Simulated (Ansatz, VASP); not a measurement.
## Two plane-wave programs on NiI3

The input INCAR:

```
  PREC = Accurate
  ENCUT = 520
  EDIFF = 1E-6
  ISMEAR = 0
  SIGMA = 0.05
  LREAL = F
  LASPH = T
  NELM = 150
  ALGO = Normal
  ISIF = 2
  LWAVE = F
  LCHARG = F
  ISPIN = 2
  MAGMOM = 0.06 0 0 0
  LORBIT = 11
  LMAXMIX = 4
  GGA = PS
  NBANDS = 28
```

File KPOINTS:

```
regular mesh
0
Gamma
  6 6 6
```

Contents of POSCAR:

```
NiI3
1.0
    5.1928028944      0.0000000000      0.0000000000
    0.0000000000      5.1928028944      0.0000000000
    0.0000000000      0.0000000000      5.1928028944
Ni I
1 3
Direct
    0.0000000000      0.0000000000      0.0000000000
    0.5000000000      0.0000000000      0.0000000000
    0.0000000000      0.0000000000      0.5000000000
    0.0000000000      0.5000000000      0.0000000000
```

Input for Ansatz:

```yaml
crystal:
  lattice:
    - [5.1928028944, 0.0, 0.0]
    - [0.0, 5.1928028944, 0.0]
    - [0.0, 0.0, 5.1928028944]
  atoms:
    - { symbol: Ni, position: [0.0, 0.0, 0.0], spin: 0.06 }
    - { symbol: I, position: [0.5, 0.0, 0.0] }
    - { symbol: I, position: [0.0, 0.0, 0.5] }
    - { symbol: I, position: [0.0, 0.5, 0.0] }
basis:
  ecutwfc: 420
  ecutrho_ratio: 4
kpoints:
  mp_grid: { grid: [6, 6, 6] }
hamiltonian:
  xc: pbesol
scf:
  occupations: { method: gaussian, width: 0.05 }
output:
  forces: true
  stress: true
  eigenvalues: true
  populations: true
magnetization:
  spin_polarized: true
```

Alike in both runs: task single point; functional PBEsol; k mesh 6 × 6 × 6; occupations gaussian, width 0.05 eV; collinear spin.

```csv
,VASP,Ansatz
version,VASP 6.6.1,Ansatz 0.2.0
potentials or method,"VASP PAW PBE potentials, release 64 (Ni, I), cutoff 520 eV","scalar-relativistic, plane waves, PAW"
valence electrons in the cell,31,69
```

VASP gave:

```
gap on the k mesh at the Fermi level (eV)                     : none
pressure (GPa)                                                : 0.7
net moment per atom (μB)                                      : 0.00
size of the moment on the site where the two differ most (μB) : 0.00
```

Q: What did Ansatz give for the same quantities?

A: gap on the k mesh at the Fermi level (eV): none; pressure (GPa): 0.8; net moment per atom (μB): 0.04; size of the moment on the site where the two differ most (μB): 0.04.

VASP's potentials were made for PBE, not for PBEsol. Site moments also hang on the region over which each program counts them. A gap of «none» marks a metal or a gap that the smearing closes. With one functional, cell and mesh, what is left measures potentials, basis and numerics. VASP's potentials hold 31 valence electrons a cell and Ansatz's 69, so a difference there can come from the potentials and not from the codes.

Spin-orbit coupling is off throughout.
